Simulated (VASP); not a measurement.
# WS2 (Cmcm) in VASP: a series of runs

The runs below take WS2 through single point, with PBE+D3(BJ).

Everything below comes from runs of VASP 6.6.1. Logs are shortened: lines on timing, memory, paths and dates and some standing lists are left out, and cuts for length are marked.

## (1) The cell of the first run

It takes space group Cmcm (No. 63, orthorhombic). Conventional cell: a = 3.154 Å, b = 5.463 Å, c = 12.140 Å, α = 90.00°, β = 90.00°, γ = 90.00°. W (site symmetry m2m) has 6 S at 2.40 to 2.41 Å and 6 W at 3.15 Å within 3.2 Å. S (site symmetry m) has 3 W at 2.40 to 2.41 Å and 9 S at 3.15 to 3.32 Å within 3.4 Å.

## (2) Single point, PBE+D3(BJ) (atoms displaced along a vibrational mode)

The input, INCAR:

```
SYSTEM = WS2
PREC = Accurate
ENCUT = 520
EDIFF = 1E-6
ISMEAR = 0
SIGMA = 0.05
LREAL = .False.
LASPH = .True.
NELM = 100
ALGO = Normal
ISIF = 2
LWAVE = .False.
LCHARG = .False.
GGA = PE
IVDW = 12
NBANDS = 35
```

The input, KPOINTS:

```
regular mesh
0
Gamma
  12 12 4
  0 0 0
```

The input, POSCAR:

```
WS2
1.0
    3.1542061832      0.0000000000      0.0000000000
   -1.5771030916      2.7316226834      0.0000000000
    0.0000000000      0.0000000000     12.1399091344
W S
2 4
Direct
    0.4065498874      0.8130997749      0.2500000000
    0.5934501126      0.1869002251      0.7500000000
    0.2609848670      0.5219697339      0.6202874207
    0.7390151330      0.4780302661      0.1202874207
    0.2609848670      0.5219697339      0.8797125793
    0.7390151330      0.4780302661      0.3797125793
```

Potentials or basis: VASP PAW PBE potentials, release 64 (W_sv, S).

Run with:

```bash
> cat potpaw_PBE.64/W_sv/POTCAR potpaw_PBE.64/S/POTCAR > POTCAR
> mpirun -np 1 vasp_std > vasp.out
```

OUTCAR:

```text
SYSTEM = WS2
   PREC = Accurate
   ENCUT = 520
   EDIFF = 1E-6
   ISMEAR = 0
   LREAL = .False.
   LASPH = .True.
   NELM = 100
   ISIF = 2
   GGA = PE
   IVDW = 12
 IVDW          = 12

 ion  position               nearest neighbor table
   1  0.407  0.813  0.250-   4 2.40   6 2.40   4 2.41   6 2.41   4 2.41   6 2.41
   2  0.593  0.187  0.750-   3 2.40   5 2.40   3 2.41   5 2.41   3 2.41   5 2.41
   3  0.261  0.522  0.620-   2 2.40   2 2.41   2 2.41
   4  0.739  0.478  0.120-   1 2.40   1 2.41   1 2.41
   5  0.261  0.522  0.880-   2 2.40   2 2.41   2 2.41
   6  0.739  0.478  0.380-   1 2.40   1 2.41   1 2.41

  LATTYP: Found a hexagonal cell.
 ALAT       =     3.1542061832
 C/A-ratio  =     3.8488001194

  Lattice vectors:

 A1 = (   3.1542061832,   0.0000000000,   0.0000000000)
 A2 = (  -1.5771030916,   2.7316226834,   0.0000000000)
 A3 = (   0.0000000000,   0.0000000000,  12.1399091344)

Analysis of symmetry for initial positions (statically):
=====================================================================
 Subroutine PRICEL returns:
 Original cell was already a primitive cell.

 Routine SETGRP: Setting up the symmetry group for a
 hexagonal supercell.

 Subroutine GETGRP returns: Found  8 space group operations
 (whereof  4 operations were pure point group operations)
 out of a pool of 24 trial point group operations.

The static configuration has the point symmetry C_2h.
 The point group associated with its full space group is D_2h.

Analysis of symmetry for dynamics (positions and initial velocities):
=====================================================================
 Subroutine PRICEL returns:
 Original cell was already a primitive cell.

 Routine SETGRP: Setting up the symmetry group for a
 hexagonal supercell.

 Subroutine GETGRP returns: Found  8 space group operations
 (whereof  4 operations were pure point group operations)
 out of a pool of 24 trial point group operations.

The dynamic configuration has the point symmetry C_2h.
 The point group associated with its full space group is D_2h.

 Subroutine INISYM returns: Found  8 space group operations
 (whereof  4 operations are pure point group operations),
 and found     1 'primitive' translations

----------------------------------------------------------------------------------------

                                     Primitive cell

  volume of cell :     104.5987

  direct lattice vectors                    reciprocal lattice vectors
     3.154206183  0.000000000  0.000000000     0.317036979  0.183041385  0.000000000
    -1.577103092  2.731622683  0.000000000     0.000000000  0.366082771  0.000000000
     0.000000000  0.000000000 12.139909134     0.000000000  0.000000000  0.082372939

  length of vectors
     3.154206183  3.154206183 12.139909134     0.366082771  0.366082771  0.082372939

  position of ions in fractional coordinates (direct lattice)
     0.406549887  0.813099775  0.250000000
     0.593450113  0.186900225  0.750000000
     0.260984867  0.521969734  0.620287421
     0.739015133  0.478030266  0.120287421
     0.260984867  0.521969734  0.879712579
     0.739015133  0.478030266  0.379712579

  ion indices of the primitive-cell ions
   primitive index   ion index
                 1           1
                 2           2
                 3           3
                 4           4
                 5           5
                 6           6

----------------------------------------------------------------------------------------

 KPOINTS: regular mesh

Automatic generation of k-mesh.
 Grid dimensions read from file:
 generate k-points for:   12   12    4

 Generating k-lattice:

  Cartesian coordinates                     Fractional coordinates (reciprocal lattice)
     0.026419748  0.015253449  0.000000000     0.083333333  0.000000000  0.000000000
     0.000000000  0.030506898  0.000000000     0.000000000  0.083333333  0.000000000
     0.000000000  0.000000000  0.020593235     0.000000000  0.000000000  0.250000000

  Length of vectors
     0.030506898  0.030506898  0.020593235

  Shift w.r.t. Gamma in fractional coordinates (k-lattice)
     0.000000000  0.000000000  0.000000000

 Subroutine IBZKPT returns following result:
 ===========================================

 Found    129 irreducible k-points:

 Following reciprocal coordinates:
            Coordinates               Weight
  0.000000  0.000000  0.000000      1.000000
  0.083333 -0.000000  0.000000      4.000000
  0.000000  0.083333  0.000000      2.000000
  0.166667 -0.000000  0.000000      4.000000
  0.000000  0.166667  0.000000      2.000000
  0.250000  0.000000  0.000000      4.000000
[... 16 lines left out ...]
 -0.083333  0.416667  0.000000      4.000000
 -0.416667  0.333333  0.000000      4.000000
 [... further k-points ...]
   k-points           NKPTS =    129   k-points in BZ     NKDIM =    129   number of bands    NBANDS=     35
   number of dos      NEDOS =    301   number of ions     NIONS =      6
   total plane-waves  NPLWV =  51840
   dimension x,y,z NGX =    24 NGY =   24 NGZ =   90
   dimension x,y,z NGXF=    48 NGYF=   48 NGZF=  180
   ions per type =               2   4
   NGX,Y,Z   is equivalent  to a cutoff of  12.65, 12.65, 12.32 a.u.
   NGXF,Y,Z  is equivalent  to a cutoff of  25.30, 25.30, 24.65 a.u.
 SYSTEM =  WS2
   PREC   = accura    normal or accurate (medium, high low for compatibility)
   ISTART =      0    job   : 0-new  1-cont  2-samecut
   ICHARG =      2    charge: 1-file 2-atom 10-const
   ISPIN  =      1    spin polarized calculation?
   LNONCOLLINEAR =      F non collinear calculations
   LSORBIT =      F    spin-orbit coupling
   LASPH  =      T    aspherical Exc in radial PAW
   ENCUT  =  520.0 eV  38.22 Ry    6.18 a.u.   5.86  5.86 22.57*2*pi/ulx,y,z
   NELM   =    100;   NELMIN=  2; NELMDL= -5     # of ELM steps
   EDIFF  = 0.1E-05   stopping-criterion for ELM
   LREAL  =      F    real-space projection
   EDIFFG = 0.1E-04   stopping-criterion for IOM
   NSW    =      0    number of steps for IOM
   IBRION =     -1    ionic relax: 0-MD 1-quasi-New 2-CG
   NFREE  =      0    steps in history (QN), initial steepest desc. (CG)
   ISIF   =      2    stress and relaxation
   ISYM   =      2    0-nonsym 1-usesym 2-fastsym
   POTIM  = 0.5000    time-step for ionic-motion
   TEBEG  =    0.0;   TEEND  =   0.0 temperature during run
   PSTRESS=    0.0 pullay stress
   NELECT =      52.0000    total number of electrons
   NUPDOWN=      -1.0000    fix difference up-down
   EMIN   =  10.00;   EMAX   =-10.00  energy-range for DOS
   EFERMI =   0.00;   METHOD = LEGACY
   ISMEAR =     0;   SIGMA  =   0.05  broadening in eV -4-tet -1-fermi 0-gaus
   EFERMI_NEDOS =   21; number of points for ismear=-14 and -15
   IALGO  =     38    algorithm
   IMIX   =      4    mixing-type and parameters
     AMIX     =   0.40;   BMIX     =  1.00
     AMIX_MAG =   1.60;   BMIX_MAG =  1.00
  volume/ion in A,a.u.               =      17.43       117.64
  Fermi-wavevector in a.u.,A,eV,Ry     =   1.296882  2.450752 22.883686  1.681903
  Thomas-Fermi vector in A             =   2.428310
   LORBIT       =      0    0 simple, 1 ext, 2 COOP (PROOUT), +10 PAW based schemes
   GGA     = PE    functional components
   LHFCALC =     F    Hartree Fock is set to
   AEXX    =    0.0000 exact exchange contribution
   IVDW    =    12    specifies the selected vdW correction
   LEPSILON=     F    determine dielectric tensor
   LRPA    =     F    only Hartree local field effects (RPA)
 non-spin polarized calculation
 Gauss-broadening in eV      SIGMA  =   0.05
  energy-cutoff  :      520.00
  volume of cell :      104.60
 maximum number of plane-waves:      2841
   NGX = 11   NGY = 11   NGZ = 45

 number of electron      52.0000003 magnetization

 Free energy of the ion-electron system (eV)
  ---------------------------------------------------
  ext. energy  EPLUGINS =         0.00000000
  ---------------------------------------------------
  free energy    TOTEN  =       -47.13029870 eV

  energy without entropy =      -47.13029870  energy(sigma->0) =      -47.13029870

 E-fermi :   7.9989     XC(G=0): -11.0724

 val. band max:        7.7835369433   @ k =   0.0000   0.0000   0.0000
 cond. band min:       8.6693428232   @ k =  -0.3333   0.1667   0.0000
 fundamental gap:      0.8858058799
 Fermi energy:         7.9989308855

 k-point     1 :       0.0000    0.0000    0.0000
  band No.  band energies     occupation
      1     -66.9090      2.00000
      2     -66.9090      2.00000
      3     -31.1694      2.00000
      4     -31.1693      2.00000
      5     -30.9882      2.00000
      6     -30.9882      2.00000
[... 27 lines left out ...]
     34      10.3300      0.00000
     35      12.4895      0.00000

 k-point     2 :       0.0833   -0.0000    0.0000
  band No.  band energies     occupation
      1     -66.9077      2.00000
      2     -66.9077      2.00000
      3     -31.1649      2.00000
      4     -31.1648      2.00000
      5     -31.0119      2.00000
      6     -31.0119      2.00000
[... 27 lines left out ...]
     34      10.2646      0.00000
     35      13.0325      0.00000

 k-point     3 :       0.0000    0.0833    0.0000
  band No.  band energies     occupation
      1     -66.9077      2.00000
      2     -66.9077      2.00000
      3     -31.1649      2.00000
      4     -31.1648      2.00000
      5     -31.0132      2.00000
      6     -31.0132      2.00000
[... 27 lines left out ...]
     34      10.3143      0.00000
     35      13.0344      0.00000
[... 723 lines left out ...]
 k-point    23 :      -0.0833    0.4167    0.0000
  band No.  band energies     occupation
      1     -66.8923      2.00000
      2     -66.8923      2.00000
      3     -31.2960      2.00000
      4     -31.2959      2.00000
      5     -31.1101      2.00000
      6     -31.1100      2.00000
[... 27 lines left out ...]
     34      12.0002      0.00000
     35      12.9939      0.00000

 k-point    24 :      -0.4167    0.3333    0.0000
  band No.  band energies     occupation
      1     -66.8924      2.00000
      2     -66.8923      2.00000
      3     -31.2941      2.00000
      4     -31.2941      2.00000
      5     -31.1102      2.00000
      6     -31.1102      2.00000
[... 27 lines left out ...]
     34      11.9772      0.00000
     35      13.0013      0.00000

 [... further k-points ...]

------------------------ aborting loop because EDIFF is reached ----------------------------------------

 Edisp (eV)   -2.61087

 E8    (eV) :    -1.0973

  FORCE on cell =-STRESS in cart. coord.  units (eV):
  Direction    XX          YY          ZZ          XY          YZ          ZX
  --------------------------------------------------------------------------------------
  -------------------------------------------------------------------------------------
  Total       0.30838    -0.05696     0.36405     0.00000     0.00000     0.00000
  in kB       4.72359    -0.87245     5.57630     0.00000     0.00000     0.00000
  external pressure =        3.14 kB  Pullay stress =        0.00 kB

 VOLUME and BASIS-vectors are now :
 -----------------------------------------------------------------------------
  energy-cutoff  :      520.00
  volume of cell :      104.60
      direct lattice vectors                 reciprocal lattice vectors
     3.154206183  0.000000000  0.000000000     0.317036979  0.183041385  0.000000000
    -1.577103092  2.731622683  0.000000000     0.000000000  0.366082771  0.000000000
     0.000000000  0.000000000 12.139909134     0.000000000  0.000000000  0.082372939

 POSITION                                       TOTAL-FORCE (eV/Angst)
 -----------------------------------------------------------------------------------
     -0.00000      2.22108      3.03498         0.000000     -0.156772     -0.000000
      1.57710      0.51054      9.10493        -0.000000      0.156772      0.000000
      0.00000      1.42582      7.53023        -0.000000     -0.045382      0.066777
      1.57710      1.30580      1.46028         0.000000      0.045382      0.066777
      0.00000      1.42582     10.67963        -0.000000     -0.045382     -0.066777
      1.57710      1.30580      4.60968         0.000000      0.045382     -0.066777
 -----------------------------------------------------------------------------------
    total drift:                               -0.000000      0.000000     -0.000000

  FREE ENERGIE OF THE ION-ELECTRON SYSTEM (eV)
  ---------------------------------------------------
  free  energy   TOTEN  =       -49.7411721674 eV

  energy  without entropy=      -49.7411721674  energy(sigma->0) =      -49.74117217
```

It took 4 min on 1 thread of Intel Xeon 6975P-C (Granite Rapids), shared host; peak memory 0.48 GiB.

What came out:

* Free energy: -49.7412 eV
* Pressure: 0.3 GPa
* Largest force: 0.157 eV/Å
* Band gap on the k mesh: 0.89 eV (least direct gap 1.86 eV)
* Dispersion energy per atom: -0.435 eV

Forces on the atoms (eV/Å):
```
W    0.000 -0.157  0.000
W    0.000  0.157  0.000
S    0.000 -0.045  0.067
S    0.000  0.045  0.067
S    0.000 -0.045 -0.067
S    0.000  0.045 -0.067
```

Stress tensor (GPa, compression positive):
```
 0.47  0.00  0.00
 0.00 -0.09  0.00
 0.00  0.00  0.56
```

Caveat: the cell differs from its parent crystal (atoms displaced along a vibrational mode); spin-orbit coupling is left out, which moves the levels of the heavy elements. A k mesh can miss the band edges.

## (3) Single point, PBE+D3(BJ) (atoms displaced along a vibrational mode)

The input, INCAR:

```
SYSTEM = WS2
PREC = Accurate ; ENCUT = 520
EDIFF = 1E-6 ; ISMEAR = 0
SIGMA = 0.05 ; LREAL = .False.
LASPH = .True. ; NELM = 80
ALGO = Normal ; ISIF = 2
LWAVE = .False. ; LCHARG = .False.
GGA = PE ; IVDW = 12
NBANDS = 35
```

The input, KPOINTS:

```
Automatic mesh
0
Gamma
  12 12 4
  0 0 0
```

The input, POSCAR:

```
WS2
1.0
    3.1542061832      0.0000000000      0.0000000000
   -1.5771030916      2.7316226834      0.0000000000
    0.0000000000      0.0000000000     12.1399091344
W S
2 4
Direct
    0.2784209178      0.5568418355      0.2500000000
    0.7215790822      0.4431581645      0.7500000000
    0.3875946831      0.7751893662      0.6202874207
    0.6124053169      0.2248106338      0.1202874207
    0.3875946831      0.7751893662      0.8797125793
    0.6124053169      0.2248106338      0.3797125793
```

Potentials or basis: VASP PAW PBE potentials, release 64 (W_sv, S).

Run with:

```bash
> cat potpaw_PBE.64/W_sv/POTCAR potpaw_PBE.64/S/POTCAR > POTCAR
> mpirun -np 1 vasp_std > vasp.out
```

OUTCAR:

```text
SYSTEM = WS2
   PREC = Accurate
   ENCUT = 520
   EDIFF = 1E-6
   ISMEAR = 0
   LREAL = .False.
   LASPH = .True.
   NELM = 80
   ISIF = 2
   GGA = PE
   IVDW = 12
 IVDW          = 12

 ion  position               nearest neighbor table
   1  0.278  0.557  0.250-   4 2.41   6 2.41   4 2.41   6 2.41   4 2.41   6 2.41
   2  0.722  0.443  0.750-   3 2.41   5 2.41   3 2.41   5 2.41   3 2.41   5 2.41
   3  0.388  0.775  0.620-   2 2.41   2 2.41   2 2.41
   4  0.612  0.225  0.120-   1 2.41   1 2.41   1 2.41
   5  0.388  0.775  0.880-   2 2.41   2 2.41   2 2.41
   6  0.612  0.225  0.380-   1 2.41   1 2.41   1 2.41
[... 1125 lines left out ...]
  -------------------------------------------------------------------------------------
  Total       0.02211     0.04460     0.73755     0.00000     0.00000     0.00000
  in kB       0.33865     0.68317    11.29733     0.00000     0.00000     0.00000
  external pressure =        4.11 kB  Pullay stress =        0.00 kB

 VOLUME and BASIS-vectors are now :
 -----------------------------------------------------------------------------
  energy-cutoff  :      520.00
  volume of cell :      104.60
      direct lattice vectors                 reciprocal lattice vectors
     3.154206183  0.000000000  0.000000000     0.317036979  0.183041385  0.000000000
    -1.577103092  2.731622683  0.000000000     0.000000000  0.366082771  0.000000000
     0.000000000  0.000000000 12.139909134     0.000000000  0.000000000  0.082372939

 POSITION                                       TOTAL-FORCE (eV/Angst)
 -----------------------------------------------------------------------------------
      0.00000      1.52108      3.03498         0.000000      0.175429     -0.000000
      1.57710      1.21054      9.10493         0.000000     -0.175429     -0.000000
     -0.00000      2.11752      7.53023         0.000000     -0.059685      0.101611
      1.57710      0.61410      1.46028         0.000000      0.059685      0.101611
     -0.00000      2.11752     10.67963         0.000000     -0.059685     -0.101611
      1.57710      0.61410      4.60968         0.000000      0.059685     -0.101611
 -----------------------------------------------------------------------------------
    total drift:                               -0.000000      0.000000     -0.000000

  FREE ENERGIE OF THE ION-ELECTRON SYSTEM (eV)
  ---------------------------------------------------
  free  energy   TOTEN  =       -49.7148000803 eV

  energy  without entropy=      -49.7148000803  energy(sigma->0) =      -49.71480008
```

OSZICAR:

```text
N       E                     dE             d eps       ncg     rms          rms(c)
DAV:   1     0.515825963039E+03    0.51583E+03   -0.28467E+04  9814   0.149E+03
DAV:   2    -0.165252746974E+02   -0.53235E+03   -0.51384E+03 10463   0.412E+02
DAV:   3    -0.489810667807E+02   -0.32456E+02   -0.31893E+02 11150   0.969E+01
DAV:   4    -0.497721083045E+02   -0.79104E+00   -0.78706E+00 11008   0.157E+01
DAV:   5    -0.497877659453E+02   -0.15658E-01   -0.15649E-01 10889   0.235E+00    0.383E+01
DAV:   6    -0.474737270173E+02    0.23140E+01   -0.81581E+00 10347   0.193E+01    0.166E+01
DAV:   7    -0.472540486043E+02    0.21968E+00   -0.27015E+00  9765   0.857E+00    0.675E+00
DAV:   8    -0.471045396391E+02    0.14951E+00   -0.41150E-01 10124   0.446E+00    0.229E+00
DAV:   9    -0.471076774797E+02   -0.31378E-02   -0.55239E-02 10799   0.121E+00    0.122E+00
DAV:  10    -0.471050119541E+02    0.26655E-02   -0.27683E-02 10424   0.108E+00    0.409E-01
DAV:  11    -0.471045246369E+02    0.48732E-03   -0.46537E-03  9819   0.426E-01    0.201E-01
DAV:  12    -0.471044875242E+02    0.37113E-04   -0.18359E-04 10208   0.811E-02    0.951E-02
DAV:  13    -0.471045016337E+02   -0.14110E-04   -0.46884E-05  9945   0.406E-02    0.551E-02
DAV:  14    -0.471045038552E+02   -0.22216E-05   -0.23514E-05 10755   0.276E-02    0.393E-02
DAV:  15    -0.471045026495E+02    0.12058E-05   -0.41071E-06  9301   0.141E-02    0.203E-02
DAV:  16    -0.471045026925E+02   -0.43049E-07   -0.11777E-06  5324   0.486E-03
   1 F= -.49714800E+02 E0= -.49714800E+02  d E =-.253049E-12
```

stdout:

```text
POSCAR found type information on POSCAR W S
 POSCAR found :  2 types and       6 ions
 scaLAPACK will be used
 LDA part: xc-table for (Slater+PW92), standard interpolation
 POSCAR, INCAR and KPOINTS ok, starting setup
 FFT: planning ... GRIDC
 FFT: planning ... GRID_SOFT
 FFT: planning ... GRID
 WAVECAR not read
 entering main loop
```

It took 3.8 min on 1 thread of Intel Xeon 6975P-C (Granite Rapids), shared host; peak memory 0.49 GiB.

What came out:

- Free energy: -49.7148 eV
- Pressure: 0.4 GPa
- Largest force: 0.175 eV/Å
- Band gap on the k mesh: 0.86 eV (least direct gap 1.85 eV)
- Dispersion energy per atom: -0.435 eV

Forces on the atoms (eV/Å):
```
W    0.000  0.175  0.000
W    0.000 -0.175  0.000
S    0.000 -0.060  0.102
S    0.000  0.060  0.102
S    0.000 -0.060 -0.102
S    0.000  0.060 -0.102
```

Caveat: the cell differs from its parent crystal (atoms displaced along a vibrational mode); spin-orbit coupling is left out, which moves the levels of the heavy elements.
